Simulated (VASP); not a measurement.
A run of VASP 6.6.1 is set up as follows.

The input INCAR:

```
SYSTEM = HOs12
PREC = Accurate
ENCUT = 520
EDIFF = 1E-7
ISMEAR = -1
SIGMA = 0.1
LREAL = .False.
LASPH = .True.
NELM = 100
ALGO = Normal
ISIF = 2
LWAVE = .False.
LCHARG = .False.
NBANDS = 60
```

File KPOINTS:

```
Automatic mesh
0
Gamma
  3 2 3
  0 0 0
```

The input POSCAR:

```
HOs12
1.0
    5.4800000000      0.0000000000      0.0000000000
   -4.1100000000      7.1187290000      0.0000000000
    0.0000000000      0.0000000000      4.3264600000
Os H
12 1
Direct
   -0.0074967427      0.0109289172     -0.0272509165
    0.2035163595      0.2151507664      0.5001779746
    0.0054036444      0.3428982898     -0.0107709305
    0.1721317045      0.5302631973      0.4761398464
   -0.0191413614      0.6619721020      0.0007396347
    0.1490163971      0.8809999650      0.5246090337
    0.4576199016     -0.0077963356     -0.0099157279
    0.6558230200      0.2259392091      0.4940991018
    0.5098422977      0.3292301196      0.0291231168
    0.6670501632      0.5376240618      0.4837442158
    0.5220479222      0.6891539206      0.0455337620
    0.6876086056      0.9128455375      0.4864253917
    0.7414513558      0.0605726106      0.1885606246
```

Potentials or basis: VASP PAW LDA potentials, release 64 (Os, H).

Launch:

```sh
$ cat potpaw_LDA.64/Os/POTCAR potpaw_LDA.64/H/POTCAR > POTCAR
$ mpirun -np 1 vasp_std > vasp.out
```

(1) Estimate the band gap on the k mesh.

(2) What does it give for the pressure?

(3) What does it give for the largest force?

## Answers

(1) zero (an odd number of electrons rules out a gap without spin polarisation).

(2) 10.0 GPa.

(3) 4.273 eV/Å.

Caveat: the k points lie up to 0.48 Å⁻¹ apart, too coarse for converged energies and pressures of a metal; the atoms stand as in a frame of molecular dynamics; spin-orbit coupling is left out, which moves the levels of the heavy elements.
